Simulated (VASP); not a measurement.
Input of a VASP 6.6.1 run:

Contents of POSCAR:

```
ZrS2
1.0
    3.6743990845      0.0000000000      0.0000000000
   -1.8371995423      3.1821229508      0.0000000000
    0.0000000000      0.0000000000      5.8568562691
Zr S
1 2
Direct
    0.0000000000      0.0000000000      0.0000000000
    0.3333333333      0.6666666667      0.2462324601
    0.6666666667      0.3333333333      0.7537675399
```

Contents of INCAR.step1:

```
PREC = Accurate
ENCUT = 500
EDIFF = 1E-8
ISMEAR = 0
SIGMA = 0.01
LREAL = False
LASPH = True
NELM = 60
ALGO = Normal
LWAVE = True
LCHARG = False
GGA = PE
```

INCAR.step2

```
PREC = Accurate
ENCUT = 500
EDIFF = 1E-8
ISMEAR = 0
SIGMA = 0.01
LREAL = False
LASPH = True
NELM = 1
ALGO = Exact
LWAVE = True
LCHARG = False
GGA = PE
NBANDS = 216
LOPTICS = True
ISTART = 1
```

The input INCAR.step3:

```
PREC = Accurate
ENCUT = 500
EDIFF = 1E-8
ISMEAR = 0
SIGMA = 0.01
LREAL = False
LASPH = True
ALGO = EVGW0
LWAVE = False
LCHARG = False
GGA = PE
NELMGW = 1
NBANDS = 216
ENCUTGW = 120.0
NOMEGA = 96
PRECFOCK = Fast
ISTART = 1
NBANDSGW = 20
OMEGAMAX = 30
```

KPOINTS

```
regular mesh
0
Gamma
  6 6 2
```

Potentials or basis: VASP PAW PBE potentials, release 64 (Zr_sv_GW, S_GW).

The run is started by

```bash
$ cat potpaw_PBE.64/Zr_sv_GW/POTCAR potpaw_PBE.64/S_GW/POTCAR > POTCAR
$ cp INCAR.step1 INCAR
$ mpirun -np 1 vasp_std > vasp.out
$ cp INCAR.step2 INCAR
$ mpirun -np 1 vasp_std > vasp.out
$ cp INCAR.step3 INCAR
$ mpirun -np 1 vasp_std > vasp.out
```

Q: Predict the quasiparticle gap.

A: 1.76 eV.

Q: Estimate the least direct quasiparticle gap.

A: 2.51 eV.

Q: What does it give for the least direct gap of the starting levels on the mesh?

A: 1.49 eV.

Q: What does it give for the band gap of the starting levels on the mesh?

A: 0.88 eV.

Caveat: the k points lie up to 0.54 Å⁻¹ apart; bands, screening cutoff and mesh are small and nothing is extrapolated, so the quasiparticle values aren't converged.
